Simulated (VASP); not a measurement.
Write the native input for VASP 6.6.1 that does the following.

* Task: single point
* Functional: PBE
* Potentials or basis: VASP PAW PBE potentials, release 64 (In_d, Se)
* Cutoff: 520 eV
* k mesh: 12 × 12 × 6
* Occupations: gaussian, width 0.15 eV
* Spin: no spin polarisation
* Dipole correction: no
* Further INCAR settings: ALGO = Normal; EDIFF = 1e-06; NBANDS = 34

The structure of InSe2 lies in POSCAR:

```
InSe2
1.0
    4.0428890035      0.0000000000      0.0000000000
    0.0000000000      4.0428890035      0.0000000000
    0.0000000000      0.0000000000      9.3432335618
In Se
2 4
Direct
    0.0000000000      0.5000000000      0.7035851637
    0.5000000000      0.0000000000      0.2964148363
    0.0000000000      0.5000000000      0.3657877574
    0.5000000000      0.0000000000      0.6342122426
    0.0000000000      0.0000000000      0.0000000000
    0.5000000000      0.5000000000      0.0000000000
```

This cell differs from its parent crystal: strain +0.040 along x and y, -0.040 along z.

The input as run:

INCAR

```
PREC     = Accurate       # precision mode
ENCUT    = 520            # plane-wave cutoff, eV
EDIFF    = 1E-6           # SCF threshold, eV
ISMEAR   = 0              # smearing method
SIGMA    = 0.15           # smearing width, eV
LREAL    = False          # projectors in reciprocal space
LASPH    = True           # aspherical terms in the spheres
NELM     = 60             # most SCF steps
ALGO     = Normal         # electronic algorithm
ISIF     = 2              # what is computed and relaxed
LWAVE    = False          # write WAVECAR
LCHARG   = False          # write CHGCAR
GGA      = PE             # functional
NBANDS   = 34             # bands
```

KPOINTS

```
Automatic mesh
0
Gamma
  12 12 6
```

Potentials or basis: VASP PAW PBE potentials, release 64 (In_d, Se).

Launch:

```console
$ cat potpaw_PBE.64/In_d/POTCAR potpaw_PBE.64/Se/POTCAR > POTCAR
$ mpirun -np 1 vasp_std > vasp.out
```

It gave:

```json
{
 "Pressure": "-3.6 GPa",
 "Largest force": "0.307 eV/Å",
 "Band gap on the k mesh": "zero (band 25 reaches 4.99 eV, above the bottom of band 26 at 3.24 eV)"
}
```

Caveat: the cell differs from its parent crystal (strain +0.040 along x and y, -0.040 along z); spin-orbit coupling is left out, which moves the levels of the heavy elements.

Wall time 6.3 min on 1 thread of AMD EPYC 9R45 (Zen 5), on a shared host, peak memory 0.53 GiB.
